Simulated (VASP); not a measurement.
# MgF2 (rutile type) (P4_2/mnm) in VASP: relaxation of shape and atoms at fixed volume with LDA

Aim: the relaxation of shape and atoms at fixed volume of MgF2 (rutile type) with LDA.

Program: VASP 6.6.1. These are calculated values, not measurements. Logs are shortened: lines on timing, memory, paths and dates and some standing lists are left out, and cuts for length are marked.

### Step 1. The cell of the first run

It takes space group P4_2/mnm (No. 136, tetragonal). Conventional cell: a = 4.084 Å, b = 4.084 Å, c = 2.700 Å, α = 90.00°, β = 90.00°, γ = 90.00°. Within 2.3 Å of Mg (site symmetry mmm) lie 6 F at 1.75 to 1.77 Å. F (site symmetry m2m) has 3 Mg at 1.75 to 1.77 Å and 1 F at 2.28 Å within 2.3 Å.

### Step 2. Relaxation of shape and atoms at fixed volume, LDA

Input file INCAR:

```
SYSTEM = MgF2
  PREC = Accurate
  ENCUT = 600
  EDIFF = 1E-7
  ISMEAR = -1
  SIGMA = 0.1
  LREAL = .False.
  LASPH = .True.
  NELM = 120
  ALGO = Normal
  ISIF = 4
  LWAVE = .False.
  LCHARG = .False.
  IBRION = 2
  NSW = 50
  EDIFFG = -0.005
  GGA_COMPAT = .False.
  NELMIN = 4
```

Input file KPOINTS:

```
regular mesh
0
Gamma
  7 7 10
  0 0 0
```

Input file POSCAR:

```
MgF2
1.0
    4.0835665945      0.0000000000      0.0000000000
    0.0000000000      4.0835665945      0.0000000000
    0.0000000000      0.0000000000      2.6996287868
Mg F
2 4
Direct
    0.0000000000      0.0000000000      0.0000000000
    0.5000000000      0.5000000000      0.5000000000
    0.3029800056      0.3029800056      0.0000000000
    0.6970199944      0.6970199944      0.0000000000
    0.8029800056      0.1970199944      0.5000000000
    0.1970199944      0.8029800056      0.5000000000
```

Potentials or basis: VASP PAW LDA potentials, release 64 (Mg, F).

Run with:

```console
$ cat potpaw_LDA.64/Mg/POTCAR potpaw_LDA.64/F/POTCAR > POTCAR
$ mpirun -np 1 vasp_std > vasp.out
```

OUTCAR:

```text
SYSTEM = MgF2
   PREC = Accurate
   ENCUT = 600
   EDIFF = 1E-7
   ISMEAR = -1
   LREAL = .False.
   LASPH = .True.
   NELM = 120
   ISIF = 4
   IBRION = 2
   NSW = 50
   EDIFFG = -0.005
   NELMIN = 4

 ion  position               nearest neighbor table
   1  0.000  0.000  0.000-   3 1.75   4 1.75   5 1.77   6 1.77   5 1.77   6 1.77   2 3.19   2 3.19
                             2 3.19   2 3.19   2 3.19   2 3.19   2 3.19   2 3.19
   2  0.500  0.500  0.500-   5 1.75   6 1.75   3 1.77   4 1.77   3 1.77   4 1.77   1 3.19   1 3.19
                             1 3.19   1 3.19   1 3.19   1 3.19   1 3.19   1 3.19
   3  0.303  0.303  0.000-   1 1.75   2 1.77   2 1.77
   4  0.697  0.697  0.000-   1 1.75   2 1.77   2 1.77
   5  0.803  0.197  0.500-   2 1.75   1 1.77   1 1.77
   6  0.197  0.803  0.500-   2 1.75   1 1.77   1 1.77

  LATTYP: Found a simple tetragonal cell.
 ALAT       =     4.0835665945
 C/A-ratio  =     0.6610958152

  Lattice vectors:

 A1 = (   4.0835665945,   0.0000000000,   0.0000000000)
 A2 = (   0.0000000000,   4.0835665945,   0.0000000000)
 A3 = (   0.0000000000,   0.0000000000,   2.6996287868)

Analysis of symmetry for initial positions (statically):
=====================================================================
 Subroutine PRICEL returns:
 Original cell was already a primitive cell.

 Routine SETGRP: Setting up the symmetry group for a
 simple tetragonal supercell.

 Subroutine GETGRP returns: Found 16 space group operations
 (whereof  8 operations were pure point group operations)
 out of a pool of 16 trial point group operations.

The static configuration has the point symmetry D_2h.
 The point group associated with its full space group is D_4h.

Analysis of symmetry for dynamics (positions and initial velocities):
=====================================================================
 Subroutine PRICEL returns:
 Original cell was already a primitive cell.

 Routine SETGRP: Setting up the symmetry group for a
 simple tetragonal supercell.

 Subroutine GETGRP returns: Found 16 space group operations
 (whereof  8 operations were pure point group operations)
 out of a pool of 16 trial point group operations.

The dynamic configuration has the point symmetry D_2h.
 The point group associated with its full space group is D_4h.

 Subroutine INISYM returns: Found 16 space group operations
[... 110 lines left out ...]
   NFREE  =      1    steps in history (QN), initial steepest desc. (CG)
   ISIF   =      4    stress and relaxation
   ISYM   =      2    0-nonsym 1-usesym 2-fastsym
   POTIM  = 0.5000    time-step for ionic-motion
   TEBEG  =    0.0;   TEEND  =   0.0 temperature during run
   PSTRESS=    0.0 pullay stress
   NELECT =      32.0000    total number of electrons
   NUPDOWN=      -1.0000    fix difference up-down
   EMIN   =  10.00;   EMAX   =-10.00  energy-range for DOS
   EFERMI =   0.00;   METHOD = LEGACY
   ISMEAR =    -1;   SIGMA  =   0.10  broadening in eV -4-tet -1-fermi 0-gaus
   EFERMI_NEDOS =   21; number of points for ismear=-14 and -15
   IALGO  =     38    algorithm
   IMIX   =      4    mixing-type and parameters
     AMIX     =   0.40;   BMIX     =  1.00
     AMIX_MAG =   1.60;   BMIX_MAG =  1.00
  volume/ion in A,a.u.               =       7.50        50.63
  Fermi-wavevector in a.u.,A,eV,Ry     =   1.461045  2.760975 29.043726  2.134654
  Thomas-Fermi vector in A             =   2.577423
   LORBIT       =      0    0 simple, 1 ext, 2 COOP (PROOUT), +10 PAW based schemes
   GGA     = CA    functional components
   LHFCALC =     F    Hartree Fock is set to
   AEXX    =    0.0000 exact exchange contribution
   IVDW    =     0    specifies the selected vdW correction
   LEPSILON=     F    determine dielectric tensor
   LRPA    =     F    only Hartree local field effects (RPA)
 conjugate gradient relaxation of ions
 non-spin polarized calculation
  energy-cutoff  :      600.00
  volume of cell :       45.02
 maximum number of plane-waves:      1530
 NGX is ok and might be reduce to    36
   NGX = 17   NGY = 17   NGZ = 11

--------------------------------------- Ionic step        1  -------------------------------------------

 number of electron      31.9999977 magnetization

 Free energy of the ion-electron system (eV)
  ---------------------------------------------------
  ext. energy  EPLUGINS =         0.00000000
  ---------------------------------------------------
  free energy    TOTEN  =       -32.08054731 eV

  energy without entropy =      -32.08054731  energy(sigma->0) =      -32.08054731

------------------------ aborting loop because EDIFF is reached ----------------------------------------

  FORCE on cell =-STRESS in cart. coord.  units (eV):
  Direction    XX          YY          ZZ          XY          YZ          ZX
  --------------------------------------------------------------------------------------
  -------------------------------------------------------------------------------------
  Total       20.4347803     20.4347803     23.2633289      0.0000000      0.0000000      0.0000000
  in kB      727.2725909    727.2725909    827.9404632      0.0000000      0.0000000      0.0000000
  external PRESSURE =     760.8285483 kB  Pullay stress =       0.0000000 kB
[... 307 lines left out ...]
--------------------------------------- Ionic step        9  -------------------------------------------

 number of electron      32.0000008 magnetization

 Free energy of the ion-electron system (eV)
  ---------------------------------------------------
  ext. energy  EPLUGINS =         0.00000000
  ---------------------------------------------------
  free energy    TOTEN  =       -32.11619890 eV

  energy without entropy =      -32.11619890  energy(sigma->0) =      -32.11619890

 E-fermi :   3.3009     XC(G=0): -12.4195

 val. band max:        1.3178006199   @ k =   0.0000   0.0000   0.0000
 cond. band min:      11.0166913813   @ k =   0.0000   0.0000   0.0000
 fundamental gap:      9.6988907614
 Fermi energy:         3.3008634841

 k-point     1 :       0.0000    0.0000    0.0000
  band No.  band energies     occupation
      1     -20.9271      2.00000
      2     -19.0015      2.00000
      3     -19.0015      2.00000
      4     -18.8160      2.00000
      5      -4.4662      2.00000
      6      -3.2788      2.00000
[... 541 lines left out ...]
     19      17.7253      0.00000
     20      17.8563      0.00000

 [... further k-points ...]

------------------------ aborting loop because EDIFF is reached ----------------------------------------

  FORCE on cell =-STRESS in cart. coord.  units (eV):
  Direction    XX          YY          ZZ          XY          YZ          ZX
  --------------------------------------------------------------------------------------
  -------------------------------------------------------------------------------------
  Total       21.1871746     21.1871746     21.1878630      0.0000000      0.0000000      0.0000000
  in kB      754.0502579    754.0502579    754.0747570      0.0000000      0.0000000      0.0000000
  external PRESSURE =     754.0584243 kB  Pullay stress =       0.0000000 kB
[... 21 lines left out ...]
  FREE ENERGIE OF THE ION-ELECTRON SYSTEM (eV)
  ---------------------------------------------------
  free  energy   TOTEN  =       -32.1161988981 eV

  energy  without entropy=      -32.1161988979  energy(sigma->0) =      -32.11619890

 reached required accuracy - stopping structural energy minimisation
```

OSZICAR:

```text
N       E                     dE             d eps       ncg     rms          rms(c)
DAV:   1     0.211688455493E+03    0.21169E+03   -0.21386E+04  2528   0.177E+03
DAV:   2    -0.273041780427E+02   -0.23899E+03   -0.23351E+03  2952   0.382E+02
[... 70 lines left out ...]
       N       E                     dE             d eps       ncg     rms          rms(c)
DAV:   1    -0.321161906437E+02   -0.42792E-04   -0.13133E-02  2416   0.107E+00    0.292E-02
DAV:   2    -0.321162056780E+02   -0.15034E-04   -0.26010E-04  2780   0.143E-01    0.175E-02
DAV:   3    -0.321161996749E+02    0.60031E-05   -0.39047E-06  2708   0.267E-02    0.643E-03
DAV:   4    -0.321161988918E+02    0.78305E-06   -0.27089E-06  2760   0.181E-02    0.116E-03
DAV:   5    -0.321161988981E+02   -0.62655E-08   -0.31970E-07  2428   0.506E-03
   9 F= -.32116199E+02 E0= -.32116199E+02  d E =-.107485E-04
```

CONTCAR:

```text
MgF2
   1.00000000000000
     4.0616938428989231   -0.0000000000000000    0.0000000000000000
     0.0000000000000000    4.0616938428989231    0.0000000000000000
     0.0000000000000000    0.0000000000000000    2.7287827819495964
  Mg              F
     2     4
Direct
     0.0000000000000000    0.0000000000000000    0.0000000000000000
     0.5000000000000000    0.5000000000000000    0.5000000000000000
     0.3007674266529084    0.3007674266529084    0.0000000000000000
     0.6992325733470915    0.6992325733470915    0.0000000000000000
     0.8007674266529085    0.1992325733470915    0.5000000000000000
     0.1992325733470915    0.8007674266529085    0.5000000000000000

  0.00000000E+00  0.00000000E+00  0.00000000E+00
  0.00000000E+00  0.00000000E+00  0.00000000E+00
  0.00000000E+00  0.00000000E+00  0.00000000E+00
  0.00000000E+00  0.00000000E+00  0.00000000E+00
  0.00000000E+00  0.00000000E+00  0.00000000E+00
  0.00000000E+00  0.00000000E+00  0.00000000E+00
```

It took 99 s on 1 thread of Intel Xeon 6975P-C (Granite Rapids), shared host; peak memory 0.19 GiB.

What came out:

```yaml
Free_energy: -32.1162 eV
Energy_gained_by_relaxing: 5.9 meV/atom
Ionic_steps: 9
Pressure_after_relaxing: 75.4 GPa
Band_gap_on_the_k_mesh: 9.70 eV
```

Step by step:
| step | energy change (eV) | largest force (eV/Å) | pressure (GPa) | volume (Å³) |
| --- | --- | --- | --- | --- |
| 1 | 0.0000 | 0.7967 | 76.08 | 45.02 |
| 2 | 0.0319 | 1.1910 | 75.58 | 45.02 |
| 3 | -0.0349 | 0.0221 | 75.42 | 45.02 |
| 4 | -0.0349 | 0.0391 | 75.41 | 45.02 |
| 5 | -0.0353 | 0.0317 | 75.41 | 45.02 |
| 6 | -0.0356 | 0.0097 | 75.40 | 45.02 |
| 7 | -0.0356 | 0.0147 | 75.40 | 45.02 |
| 8 | -0.0356 | 0.0321 | 75.42 | 45.02 |
| 9 | -0.0357 | 0.0001 | 75.41 | 45.02 |

Final structure:
```
Mg F
1.0
     4.06169    0.00000    0.00000
     0.00000    4.06169    0.00000
     0.00000    0.00000    2.72878
Mg F
2 4
Direct
  0.00000 0.00000 0.00000
  0.50000 0.50000 0.50000
  0.30077 0.30077 0.00000
  0.69923 0.69923 0.00000
  0.80077 0.19923 0.50000
  0.19923 0.80077 0.50000
```

A k mesh can miss the band edges.
